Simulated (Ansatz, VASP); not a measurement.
One calculation of HgTe, two programs

```
Hg Te
1.0
     0.00000    3.15127    3.15127
     3.15127    0.00000    3.15127
     3.15127    3.15127    0.00000
Hg Te
1 1
Direct
  0.00000 0.00000 0.00000
  0.25000 0.25000 0.25000
```

Change from the starting cell: volume scaled by 0.94, LAPW.

Alike in both runs: task single point; functional LDA; k mesh 11 × 11 × 11; occupations fermi-dirac, width 0.05 eV; no spin polarisation.

|  | VASP | Ansatz |
| --- | --- | --- |
| version | VASP 6.6.1 | Ansatz 0.2.0 |
| potentials or method | VASP PAW LDA potentials, release 64 (Hg, Te), cutoff 520 eV | all-electron LAPW, scalar-relativistic |

VASP gave:

* pressure (GPa): 3.8

Question: Which values does Ansatz return?

Answer: Pressure (GPa): 3.5.

LDA's correlation is that of Perdew and Zunger in VASP and of Perdew and Wang (1992) in Ansatz. Ansatz ran all-electron here, and VASP with PAW potentials.

Neither program's run includes spin-orbit coupling.
